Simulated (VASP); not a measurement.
# W (I4/mmm) in VASP: further runs, part 2 of 2

VASP 6.6.1. The steps go on from the part before.

## (3) Single point, PBEsol (strain -0.030 along x and y, +0.030 along z)

Input file INCAR:

```
SYSTEM = W
PREC = Accurate
ENCUT = 520
EDIFF = 1E-6
ISMEAR = 0
SIGMA = 0.15
LREAL = .False.
LASPH = .True.
NELM = 100
ALGO = Fast
ISIF = 2
LWAVE = .False.
LCHARG = .False.
GGA = PS
NBANDS = 13
```

Input file KPOINTS:

```
regular mesh
0
Gamma
  20 20 20
  0 0 0
```

Input file POSCAR:

```
W
1.0
    0.0000000000      1.9691000000      2.0909000000
    1.9691000000      0.0000000000      2.0909000000
    1.9691000000      1.9691000000      0.0000000000
W
1
Direct
    0.0000000000      0.0000000000      0.0000000000
```

Potentials or basis: VASP PAW PBE potentials, release 64 (W_sv).

Started as:

```
cat potpaw_PBE.64/W_sv/POTCAR > POTCAR
mpirun -np 1 vasp_std > vasp.out
```

OUTCAR:

```text
SYSTEM = W
   PREC = Accurate
   ENCUT = 520
   EDIFF = 1E-6
   ISMEAR = 0
   LREAL = .False.
   LASPH = .True.
   NELM = 100
   ISIF = 2
   GGA = PS

 ion  position               nearest neighbor table
   1  0.000  0.000  0.000-

  LATTYP: Found a body centered tetragonal cell.
 ALAT       =     2.7847279257
 C/A-ratio  =     1.5016906899

  Lattice vectors:

[... 556 lines left out ...]
      2     -27.7635      2.00000
      3     -26.9665      2.00000
      4     -26.8050      2.00000
      5       4.7697      2.00000
      6       9.4153      2.00000
      7       9.6858      2.00000
      8      10.4327      1.83153
      9      14.1370      0.00000
     10      15.1936      0.00000
     11      22.0152      0.00000
     12      25.2595      0.00000
     13      30.5152      0.00000

 [... further k-points ...]
[... 5 lines left out ...]
  --------------------------------------------------------------------------------------
  -------------------------------------------------------------------------------------
  Total       -0.7756686     -0.7756686      0.4084989      0.0000000      0.0000000     -0.0000000
  in kB      -76.6457383    -76.6457383     40.3647910      0.0000000      0.0000000     -0.0000000
  external PRESSURE =     -37.6422285 kB  Pullay stress =       0.0000000 kB

 VOLUME and BASIS-vectors are now :
 -----------------------------------------------------------------------------
  energy-cutoff  :      520.00
  volume of cell :       16.21
      direct lattice vectors                 reciprocal lattice vectors
     0.000000000  1.969100000  2.090900000    -0.253923112  0.253923112  0.239131474
     1.969100000  0.000000000  2.090900000     0.253923112 -0.253923112  0.239131474
     1.969100000  1.969100000  0.000000000     0.253923112  0.253923112 -0.239131474

 POSITION                                       TOTAL-FORCE (eV/Angst)
 -----------------------------------------------------------------------------------
      0.00000      0.00000      0.00000         0.000000      0.000000      0.000000
 -----------------------------------------------------------------------------------
    total drift:                                0.000000     -0.000000     -0.000000

  FREE ENERGIE OF THE ION-ELECTRON SYSTEM (eV)
  ---------------------------------------------------
  free  energy   TOTEN  =       -13.3432603066 eV

  energy  without entropy=      -13.3299736143  energy(sigma->0) =      -13.33661696
```

stdout:

```text
POSCAR found type information on POSCAR W
 POSCAR found :  1 types and       1 ions
 scaLAPACK will be used
 -----------------------------------------------------------------------------
|                                                                             |
|                                                                             |
|     You enforced a specific xc type in the INCAR file but a different       |
|     I HOPE YOU KNOW WHAT YOU ARE DOING!                                     |
|                                                                             |
 -----------------------------------------------------------------------------

 LDA part: xc-table for (Slater+PW92), standard interpolation
 POSCAR, INCAR and KPOINTS ok, starting setup
 FFT: planning ... GRIDC
 FFT: planning ... GRID_SOFT
 FFT: planning ... GRID
 WAVECAR not read
 entering main loop
WARNING in EDDRMM: call to ZHEGV failed, returncode =   8  4     11
WARNING in EDDRMM: call to ZHEGV failed, returncode =   8  4     12
```

It took 43 s on 1 thread of Intel Xeon 6975P-C (Granite Rapids), shared host; peak memory 0.24 GiB.

Results:

```yaml
Free_energy: -13.3433 eV
Pressure: -3.8 GPa
Band_gap_on_the_k_mesh: zero (band 7 reaches 14.03 eV, above the bottom of band 8 at 10.11 eV)
```

Stress tensor (GPa, compression positive):
```
-7.66  0.00  0.00
 0.00 -7.66  0.00
 0.00  0.00  4.04
```

Caveat: the cell differs from its parent crystal (strain -0.030 along x and y, +0.030 along z); the PAW data sets were made with another functional, which shifts forces and pressure a little; spin-orbit coupling is left out, which moves the levels of the heavy elements.

## (4) Single point, PBEsol (strain +0.000 along x and y, -0.030 along z)

Input file INCAR:

```
ALGO = Normal ; EDIFF = 1E-7
ENCUT = 520 ; GGA = PS
ISIF = 2 ; ISMEAR = 0
LASPH = T ; LCHARG = F
LREAL = F ; LWAVE = F
NBANDS = 13 ; NELM = 80
PREC = Accurate ; SIGMA = 0.15
```

Input file KPOINTS:

```
k-points
0
Gamma
  20 20 20
```

Input file POSCAR:

```
W
1.0
    0.0000000000      2.0300000000      1.9691000000
    2.0300000000      0.0000000000      1.9691000000
    2.0300000000      2.0300000000      0.0000000000
W
1
Direct
    0.0000000000      0.0000000000      0.0000000000
```

Started as:

```
cat potpaw_PBE.64/W_sv/POTCAR > POTCAR
mpirun -np 1 vasp_std > vasp.out
```

Run time: 34 s. Hardware: 1 thread of Intel Xeon 6975P-C (Granite Rapids), shared host; peak memory 0.24 GiB.

It converged, with:

| Item | Value |
| --- | --- |
| Free energy | -13.3235 eV |
| Pressure | -4.0 GPa |
| Band gap on the k mesh | zero (band 7 reaches 14.01 eV, above the bottom of band 8 at 9.94 eV) |

Stress tensor (GPa, compression positive):
```
 -0.48   0.00   0.00
  0.00  -0.48   0.00
  0.00   0.00 -10.96
```

Levels at points of the mesh, in eV from the Fermi level:
| k point | band 4 | band 5 | band 6 | band 7 | band 8 | band 9 | band 10 | band 11 |
| --- | --- | --- | --- | --- | --- | --- | --- | --- |
| (0.00, 0.00, 0.00) | -37.24 | -9.09 | -0.73 | -0.73 | -0.33 | 2.26 | 2.85 | 12.83 |
| (0.50, 0.00, 0.00) | -37.38 | -5.70 | -1.07 | -0.60 | 0.66 | 4.95 | 5.24 | 10.43 |
| (0.50, 0.50, 0.00) | -37.73 | -5.58 | -4.67 | 3.52 | 5.03 | 5.87 | 5.87 | 11.50 |
| (0.50, 0.00, 0.50) | -37.63 | -5.62 | -4.58 | 2.90 | 5.04 | 5.60 | 6.07 | 11.73 |

Caveat: the cell differs from its parent crystal (strain +0.000 along x and y, -0.030 along z); the PAW data sets were made with another functional, which shifts forces and pressure a little; spin-orbit coupling is left out, which moves the levels of the heavy elements.

## (5) Single point, PBEsol (strain -0.015 along x and y, +0.000 along z)

Input file INCAR:

```
SYSTEM = W
PREC = Accurate
ENCUT = 520
EDIFF = 1E-6
ISMEAR = 0
SIGMA = 0.15
LREAL = .FALSE.
LASPH = .TRUE.
NELM = 80
ALGO = Normal
ISIF = 2
LWAVE = .FALSE.
LCHARG = .TRUE.
GGA = PS
LELF = .TRUE.
LVHAR = .TRUE.
NBANDS = 13
```

Input file KPOINTS:

```
regular mesh
0
G
  20 20 20
  0 0 0
```

Input file POSCAR:

```
W
1.0
    0.0000000000      1.9995500000      2.0300000000
    1.9995500000      0.0000000000      2.0300000000
    1.9995500000      1.9995500000      0.0000000000
W
1
Direct
    0.0000000000      0.0000000000      0.0000000000
```

Started as:

```
cat potpaw_PBE.64/W_sv/POTCAR > POTCAR
mpirun -np 1 vasp_std > vasp.out
```

Run time: 33 s. Hardware: 1 thread of Intel Xeon 6975P-C (Granite Rapids), shared host; peak memory 0.24 GiB.

It converged, with:

```yaml
Free_energy: -13.3149 eV
Pressure: -4.0 GPa
Band_gap_on_the_k_mesh: zero (band 7 reaches 13.70 eV, above the bottom of band 8 at 9.96 eV)
```

Stress tensor (GPa, compression positive):
```
-5.67  0.00  0.00
 0.00 -5.67  0.00
 0.00  0.00 -0.76
```

Levels at points of the mesh, in eV from the Fermi level:
```csv
k point,band 3,band 4,band 5,band 6,band 7,band 8,band 9,band 10,band 11,band 12
"(0.00, 0.00, 0.00)",-37.22,-37.22,-9.07,-0.71,-0.51,-0.51,2.43,2.74,12.84,17.74
"(0.50, 0.00, 0.00)",-37.40,-37.37,-5.67,-0.93,-0.70,0.68,5.05,5.19,10.44,12.46
"(0.50, 0.50, 0.00)",-37.63,-37.63,-5.59,-4.56,2.92,5.09,5.86,5.86,11.98,11.98
"(0.50, 0.00, 0.50)",-37.68,-37.66,-5.58,-4.60,3.22,5.06,5.75,6.00,11.63,11.87
```

Caveat: the cell differs from its parent crystal (strain -0.015 along x and y, +0.000 along z); the PAW data sets were made with another functional, which shifts forces and pressure a little; spin-orbit coupling is left out, which moves the levels of the heavy elements.

## (6) The runs side by side

```tsv
cell	gap on the mesh (eV)	pressure (GPa)
a = 2.806, b = 2.806, c = 2.828 Å, angles 59.7, 59.7, 60.5°, 1 atom	none	5.2
a = 2.872, b = 2.872, c = 2.785 Å, angles 61.0, 61.0, 58.0°, 1 atom	none	-3.8
a = 2.828, b = 2.828, c = 2.871 Å, angles 59.5, 59.5, 61.0°, 1 atom	none	-4.0
a = 2.849, b = 2.849, c = 2.828 Å, angles 60.3, 60.3, 59.5°, 1 atom	none	-4.0
```

Alike in all rows: task single point; level PBEsol; potentials or basis VASP PAW PBE potentials, release 64 (W_sv); no spin polarisation; k mesh 20 × 20 × 20; cutoff (eV) 520; smearing gaussian 0.15 eV.

Caveats: the PAW data sets were made with another functional, which shifts forces and pressure a little; spin-orbit coupling is left out, which moves the levels of the heavy elements.

Total energies depend on the potentials used, so only differences within one code and one set of settings carry meaning.
